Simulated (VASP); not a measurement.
# AlN (P6_3/mmc) in VASP: single point with PBEsol

Aim: the single point of AlN with PBEsol.

All numbers are computed with VASP 6.6.1; they aren't measurements. Logs are shortened: lines on timing, memory, paths and dates and some standing lists are left out, and cuts for length are marked.

### 1 The cell of the first run

The structure is hexagonal, space group P6_3/mmc (No. 194). The conventional cell has a = 3.312 Å, b = 3.312 Å, c = 4.188 Å, α = 90.00°, β = 90.00°, γ = 120.00°. Within 2.5 Å of Al (site symmetry -6m2) lie 5 N at 1.91 to 2.09 Å. N (site symmetry -6m2) has 5 Al at 1.91 to 2.09 Å within 2.5 Å.

### 2 Single point, PBEsol

Contents of INCAR:

```
PREC = Accurate ; ENCUT = 520
EDIFF = 1E-6 ; ISMEAR = 0
SIGMA = 0.05 ; LREAL = F
LASPH = T ; NELM = 100
ALGO = Normal ; ISIF = 2
LWAVE = F ; LCHARG = F
GGA = PS ; NBANDS = 16
```

Contents of KPOINTS:

```
Automatic mesh
0
Gamma
  12 12 6
```

Contents of POSCAR:

```
AlN
1.0
    3.3121200000      0.0000000000      0.0000000000
   -1.6560600000      2.8683800000      0.0000000000
    0.0000000000      0.0000000000      4.1875600000
Al N
2 2
Direct
    0.3333333333      0.6666666667      0.7500000000
    0.6666666667      0.3333333333      0.2500000000
    0.3333333333      0.6666666667      0.2500000000
    0.6666666667      0.3333333333      0.7500000000
```

Potentials or basis: VASP PAW PBE potentials, release 64 (Al, N).

Run with:

```console
cat potpaw_PBE.64/Al/POTCAR potpaw_PBE.64/N/POTCAR > POTCAR
mpirun -np 1 vasp_std > vasp.out
```

OUTCAR:

```text
PREC = Accurate
   ENCUT = 520
   EDIFF = 1E-6
   ISMEAR = 0
   LREAL = F
   LASPH = T
   NELM = 100
   ISIF = 2
   GGA = PS

 ion  position               nearest neighbor table
   1  0.333  0.667  0.750-   4 1.91   4 1.91   4 1.91   3 2.09   3 2.09   2 2.84   2 2.84   2 2.84
                             2 2.84   2 2.84   2 2.84
   2  0.667  0.333  0.250-   3 1.91   3 1.91   3 1.91   4 2.09   4 2.09   1 2.84   1 2.84   1 2.84
                             1 2.84   1 2.84   1 2.84
   3  0.333  0.667  0.250-   2 1.91   2 1.91   2 1.91   1 2.09   1 2.09
   4  0.667  0.333  0.750-   1 1.91   1 1.91   1 1.91   2 2.09   2 2.09

  LATTYP: Found a hexagonal cell.
 ALAT       =     3.3121200000
 C/A-ratio  =     1.2643140949

  Lattice vectors:

 A1 = (   3.3121200000,   0.0000000000,   0.0000000000)
 A2 = (  -1.6560600000,   2.8683800000,   0.0000000000)
 A3 = (   0.0000000000,   0.0000000000,   4.1875600000)

Analysis of symmetry for initial positions (statically):
=====================================================================
 Subroutine PRICEL returns:
 Original cell was already a primitive cell.

 Routine SETGRP: Setting up the symmetry group for a
 hexagonal supercell.

 Subroutine GETGRP returns: Found 24 space group operations
 (whereof 12 operations were pure point group operations)
 out of a pool of 24 trial point group operations.

The static configuration has the point symmetry D_3d.
 The point group associated with its full space group is D_6h.

Analysis of symmetry for dynamics (positions and initial velocities):
=====================================================================
 Subroutine PRICEL returns:
 Original cell was already a primitive cell.

 Routine SETGRP: Setting up the symmetry group for a
 hexagonal supercell.

 Subroutine GETGRP returns: Found 24 space group operations
 (whereof 12 operations were pure point group operations)
 out of a pool of 24 trial point group operations.

The dynamic configuration has the point symmetry D_3d.
 The point group associated with its full space group is D_6h.

 Subroutine INISYM returns: Found 24 space group operations
 (whereof 12 operations are pure point group operations),
 and found     1 'primitive' translations

----------------------------------------------------------------------------------------

                                     Primitive cell

  volume of cell :      39.7836

  direct lattice vectors                    reciprocal lattice vectors
     3.312120000  0.000000000  0.000000000     0.301921428  0.174314421  0.000000000
    -1.656060000  2.868380000  0.000000000     0.000000000  0.348628843  0.000000000
     0.000000000  0.000000000  4.187560000     0.000000000  0.000000000  0.238802549

  length of vectors
     3.312120000  3.312119948  4.187560000     0.348628837  0.348628843  0.238802549

  position of ions in fractional coordinates (direct lattice)
     0.333333333  0.666666667  0.750000000
     0.666666667  0.333333333  0.250000000
     0.333333333  0.666666667  0.250000000
     0.666666667  0.333333333  0.750000000

  ion indices of the primitive-cell ions
   primitive index   ion index
                 1           1
                 2           2
                 3           3
                 4           4

----------------------------------------------------------------------------------------

 KPOINTS: Automatic mesh

Automatic generation of k-mesh.
 Grid dimensions read from file:
 generate k-points for:   12   12    6

 Generating k-lattice:

  Cartesian coordinates                     Fractional coordinates (reciprocal lattice)
     0.025160119  0.014526202  0.000000000     0.083333333  0.000000000  0.000000000
     0.000000000  0.029052404  0.000000000     0.000000000  0.083333333  0.000000000
     0.000000000  0.000000000  0.039800425     0.000000000  0.000000000  0.166666667

  Length of vectors
     0.029052403  0.029052404  0.039800425

  Shift w.r.t. Gamma in fractional coordinates (k-lattice)
     0.000000000  0.000000000  0.000000000

 Subroutine IBZKPT returns following result:
 ===========================================

 Found     76 irreducible k-points:

 Following reciprocal coordinates:
            Coordinates               Weight
  0.000000  0.000000  0.000000      1.000000
  0.083333  0.000000  0.000000      6.000000
  0.166667 -0.000000  0.000000      6.000000
  0.250000  0.000000  0.000000      6.000000
  0.333333 -0.000000  0.000000      6.000000
  0.416667 -0.000000  0.000000      6.000000
[... 16 lines left out ...]
  0.250000  0.000000  0.166667     12.000000
  0.333333 -0.000000  0.166667     12.000000
 [... further k-points ...]
   k-points           NKPTS =     76   k-points in BZ     NKDIM =     76   number of bands    NBANDS=     16
   number of dos      NEDOS =    301   number of ions     NIONS =      4
   total plane-waves  NPLWV =  25088
   dimension x,y,z NGX =    28 NGY =   28 NGZ =   32
   dimension x,y,z NGXF=    56 NGYF=   56 NGZF=   64
   ions per type =               2   2
   NGX,Y,Z   is equivalent  to a cutoff of  14.05, 14.05, 12.70 a.u.
   NGXF,Y,Z  is equivalent  to a cutoff of  28.11, 28.11, 25.41 a.u.
 SYSTEM =  unknown system
   PREC   = accura    normal or accurate (medium, high low for compatibility)
   ISTART =      0    job   : 0-new  1-cont  2-samecut
   ICHARG =      2    charge: 1-file 2-atom 10-const
   ISPIN  =      1    spin polarized calculation?
   LNONCOLLINEAR =      F non collinear calculations
   LSORBIT =      F    spin-orbit coupling
   LASPH  =      T    aspherical Exc in radial PAW
   ENCUT  =  520.0 eV  38.22 Ry    6.18 a.u.   6.16  6.16  7.79*2*pi/ulx,y,z
   NELM   =    100;   NELMIN=  2; NELMDL= -5     # of ELM steps
   EDIFF  = 0.1E-05   stopping-criterion for ELM
   LREAL  =      F    real-space projection
   EDIFFG = 0.1E-04   stopping-criterion for IOM
   NSW    =      0    number of steps for IOM
   IBRION =     -1    ionic relax: 0-MD 1-quasi-New 2-CG
   NFREE  =      0    steps in history (QN), initial steepest desc. (CG)
   ISIF   =      2    stress and relaxation
   ISYM   =      2    0-nonsym 1-usesym 2-fastsym
   POTIM  = 0.5000    time-step for ionic-motion
   TEBEG  =    0.0;   TEEND  =   0.0 temperature during run
   PSTRESS=    0.0 pullay stress
   NELECT =      16.0000    total number of electrons
   NUPDOWN=      -1.0000    fix difference up-down
   EMIN   =  10.00;   EMAX   =-10.00  energy-range for DOS
   EFERMI =   0.00;   METHOD = LEGACY
   ISMEAR =     0;   SIGMA  =   0.05  broadening in eV -4-tet -1-fermi 0-gaus
   EFERMI_NEDOS =   21; number of points for ismear=-14 and -15
   IALGO  =     38    algorithm
   IMIX   =      4    mixing-type and parameters
     AMIX     =   0.40;   BMIX     =  1.00
     AMIX_MAG =   1.60;   BMIX_MAG =  1.00
  volume/ion in A,a.u.               =       9.95        67.12
  Fermi-wavevector in a.u.,A,eV,Ry     =   1.208408  2.283560 19.867903  1.460250
  Thomas-Fermi vector in A             =   2.344017
   LORBIT       =      0    0 simple, 1 ext, 2 COOP (PROOUT), +10 PAW based schemes
   GGA     = PS    functional components
   LHFCALC =     F    Hartree Fock is set to
   AEXX    =    0.0000 exact exchange contribution
   IVDW    =     0    specifies the selected vdW correction
   LEPSILON=     F    determine dielectric tensor
   LRPA    =     F    only Hartree local field effects (RPA)
 non-spin polarized calculation
 Gauss-broadening in eV      SIGMA  =   0.05
  energy-cutoff  :      520.00
  volume of cell :       39.78
 maximum number of plane-waves:      1090
 NGX is ok and might be reduce to    28
   NGX = 13   NGY = 13   NGZ = 15

 number of electron      15.9999999 magnetization

 Free energy of the ion-electron system (eV)
  ---------------------------------------------------
  ext. energy  EPLUGINS =         0.00000000
  ---------------------------------------------------
  free energy    TOTEN  =       -30.93773367 eV

  energy without entropy =      -30.93773367  energy(sigma->0) =      -30.93773367

 E-fermi :   8.1057     XC(G=0): -11.3529

 val. band max:        7.8596262447   @ k =   0.0000   0.0000   0.0000
 cond. band min:      11.0473562243   @ k =   0.0000   0.0000   0.0000
 fundamental gap:      3.1877299796
 Fermi energy:         8.1057372408

 k-point     1 :       0.0000    0.0000    0.0000
  band No.  band energies     occupation
      1      -8.9060      2.00000
      2      -5.2331      2.00000
      3       0.9377      2.00000
      4       4.5762      2.00000
      5       4.5762      2.00000
      6       6.2438      2.00000
[... 8 lines left out ...]
     15      19.5361      0.00000
     16      19.6777      0.00000

 k-point     2 :       0.0833    0.0000    0.0000
  band No.  band energies     occupation
      1      -8.8263      2.00000
      2      -5.2297      2.00000
      3       1.0236      2.00000
      4       4.2788      2.00000
      5       4.4569      2.00000
      6       5.9407      2.00000
[... 8 lines left out ...]
     15      19.2075      0.00000
     16      19.3176      0.00000

 k-point     3 :       0.1667   -0.0000    0.0000
  band No.  band energies     occupation
      1      -8.5921      2.00000
      2      -5.2343      2.00000
      3       1.2774      2.00000
      4       3.5465      2.00000
      5       4.1769      2.00000
      6       5.2943      2.00000
[... 8 lines left out ...]
     15      18.6011      0.00000
     16      19.7708      0.00000

 k-point     4 :       0.2500    0.0000    0.0000
  band No.  band energies     occupation
      1      -8.2224      2.00000
      2      -5.2884      2.00000
      3       1.6859      2.00000
      4       2.6929      2.00000
      5       3.8611      2.00000
      6       4.6165      2.00000
[... 8 lines left out ...]
     15      17.9076      0.00000
     16      20.2618      0.00000

 k-point     5 :       0.3333   -0.0000    0.0000
  band No.  band energies     occupation
      1      -7.7565      2.00000
      2      -5.4418      2.00000
      3       1.9685      2.00000
      4       2.2174      2.00000
      5       3.5925      2.00000
      6       4.0468      2.00000
[... 8 lines left out ...]
     15      19.1166      0.00000
     16      20.6051      0.00000

 k-point     6 :       0.4167   -0.0000    0.0000
  band No.  band energies     occupation
      1      -7.2806      2.00000
      2      -5.6963      2.00000
      3       1.5090      2.00000
      4       2.7857      2.00000
      5       3.4165      2.00000
      6       3.6647      2.00000
[... 8 lines left out ...]
     15      20.3763      0.00000
     16      20.8751      0.00000
[... 267 lines left out ...]
 k-point    21 :       0.0833    0.0000    0.1667
  band No.  band energies     occupation
      1      -8.6578      2.00000
      2      -5.6150      2.00000
      3       1.4683      2.00000
      4       4.4317      2.00000
      5       4.5645      2.00000
      6       5.6878      2.00000
[... 8 lines left out ...]
     15      19.4283      0.00000
     16      19.7318      0.00000

 k-point    22 :       0.1667   -0.0000    0.1667
  band No.  band energies     occupation
      1      -8.4284      2.00000
      2      -5.5695      2.00000
      3       1.5253      2.00000
      4       3.8473      2.00000
      5       4.2974      2.00000
      6       4.9247      2.00000
[... 8 lines left out ...]
     15      19.0750      0.00000
     16      19.8306      0.00000

 k-point    23 :       0.2500    0.0000    0.1667
  band No.  band energies     occupation
      1      -8.0675      2.00000
      2      -5.5433      2.00000
      3       1.4846      2.00000
      4       3.2834      2.00000
      5       3.9936      2.00000
      6       4.2156      2.00000
[... 8 lines left out ...]
     15      18.8453      0.00000
     16      20.1298      0.00000

 k-point    24 :       0.3333   -0.0000    0.1667
  band No.  band energies     occupation
      1      -7.6161      2.00000
      2      -5.5986      2.00000
      3       1.2423      2.00000
      4       2.9482      2.00000
      5       3.7334      2.00000
      6       3.7745      2.00000
[... 8 lines left out ...]
     15      19.4207      0.00000
     16      20.4092      0.00000

 [... further k-points ...]

------------------------ aborting loop because EDIFF is reached ----------------------------------------

  FORCE on cell =-STRESS in cart. coord.  units (eV):
  Direction    XX          YY          ZZ          XY          YZ          ZX
  --------------------------------------------------------------------------------------
  -------------------------------------------------------------------------------------
  Total       -0.8004579     -0.8004579     -1.0213858      0.0000000      0.0000000      0.0000000
  in kB      -32.2363080    -32.2363067    -41.1335899      0.0000000      0.0000000      0.0000000
  external PRESSURE =     -35.2020682 kB  Pullay stress =       0.0000000 kB

 VOLUME and BASIS-vectors are now :
 -----------------------------------------------------------------------------
  energy-cutoff  :      520.00
  volume of cell :       39.78
      direct lattice vectors                 reciprocal lattice vectors
     3.312120000  0.000000000  0.000000000     0.301921428  0.174314421  0.000000000
    -1.656060000  2.868380000  0.000000000     0.000000000  0.348628843  0.000000000
     0.000000000  0.000000000  4.187560000     0.000000000  0.000000000  0.238802549

 POSITION                                       TOTAL-FORCE (eV/Angst)
 -----------------------------------------------------------------------------------
     -0.00000      1.91225      3.14067        -0.000000     -0.000000      0.000000
      1.65606      0.95613      1.04689         0.000000      0.000000      0.000000
     -0.00000      1.91225      1.04689         0.000000     -0.000000      0.000000
      1.65606      0.95613      3.14067        -0.000000      0.000000      0.000000
 -----------------------------------------------------------------------------------
    total drift:                               -0.000000      0.000000     -0.000000

  FREE ENERGIE OF THE ION-ELECTRON SYSTEM (eV)
  ---------------------------------------------------
  free  energy   TOTEN  =       -30.9377336744 eV

  energy  without entropy=      -30.9377336744  energy(sigma->0) =      -30.93773367
```

Wall time 21 s (1 thread of Intel Xeon 6975P-C (Granite Rapids), shared host); peak memory 0.18 GiB.

What came out:

* Free energy: -30.9377 eV
* Pressure: -3.5 GPa
* Band gap on the k mesh: 3.19 eV, direct

Caveat: the PAW data sets were made with another functional, which shifts forces and pressure a little. Expect the measured gap to be larger: semilocal functionals such as PBEsol lack the derivative discontinuity.
